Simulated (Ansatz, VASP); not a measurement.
**AsSe3: VASP beside Ansatz**

```
As Se
1.0
     3.92699    2.26725    1.67482
    -3.92699    2.26725    1.67482
     0.00000   -4.53450    1.67482
As Se
1 3
Direct
  0.00000 0.00000 0.00000
  0.00000 0.50000 0.50000
  0.50000 0.50000 0.00000
  0.50000 0.00000 0.50000
```

Change from the starting cell: species swapped into the EuBi3 type (R-3m, No. 166).

Alike in both runs: functional PBE; k mesh 4 × 4 × 4; occupations gaussian, width 0.2 eV; no spin polarisation.

Ansatz relaxed the structure, and its values are those at the end. VASP's run is a single point on that final structure, the one shown.

|  | VASP | Ansatz |
| --- | --- | --- |
| version | VASP 6.6.1 | Ansatz 0.2.0 |
| potentials or method | VASP PAW PBE potentials, release 64 (As, Se), cutoff 500 eV | scalar-relativistic, plane waves, PAW |
| valence electrons in the cell | 23 | 63 |

VASP gave:

| Item | Value |
| --- | --- |
| gap on the k mesh at the Fermi level (eV) | none |
| pressure (GPa) | 0.3 |

Task: Estimate Ansatz's values.

Result: gap on the k mesh at the Fermi level (eV): none; pressure (GPa): 0.2.

A gap of «none» marks a metal or a gap that the smearing closes. VASP's potentials hold 23 valence electrons a cell and Ansatz's 63, so a difference there can come from the potentials and not from the codes.

The k mesh is coarse, so the values compare programs but aren't converged.
